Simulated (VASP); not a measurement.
Input of a VASP 6.6.1 run:

INCAR

```
SYSTEM = Si
  PREC = Accurate
  ENCUT = 500
  EDIFF = 1E-6
  ISMEAR = 0
  SIGMA = 0.1
  LREAL = .FALSE.
  LASPH = .TRUE.
  NELM = 120
  ALGO = Normal
  ISIF = 2
  LWAVE = .FALSE.
  LCHARG = .TRUE.
  GGA = PE
  IVDW = 12
  LELF = .TRUE.
  LVHAR = .TRUE.
  NBANDS = 8
  GGA_COMPAT = .FALSE.
```

File KPOINTS:

```
regular mesh
0
G
  8 8 8
  0 0 0
```

File POSCAR:

```
Si
1.0
    1.5169228017      1.5169228017      1.5169228017
   -1.5169228017      1.5169228017      1.5169228017
   -1.5169228017     -1.5169228017      1.5169228017
Si
1
Direct
    0.0000000000      0.0000000000      0.0000000000
```

Potentials or basis: VASP PAW PBE potentials, release 64 (Si).

The run is started by

```bash
$ cat potpaw_PBE.64/Si/POTCAR > POTCAR
$ mpirun -np 1 vasp_std > vasp.out
```

Problem. Predict the dispersion energy per atom.

Solution. -0.444 eV.

Problem. Predict the band gap on the k mesh.

Solution. Zero (band 2 reaches 22.53 eV, above the bottom of band 3 at 6.52 eV).

Problem. Estimate the pressure.

Solution. -0.6 GPa.

Caveat: the k points lie up to 0.37 Å⁻¹ apart; three body term missing; pairwise dispersion overbinds metals, which lowers pressure and volume.
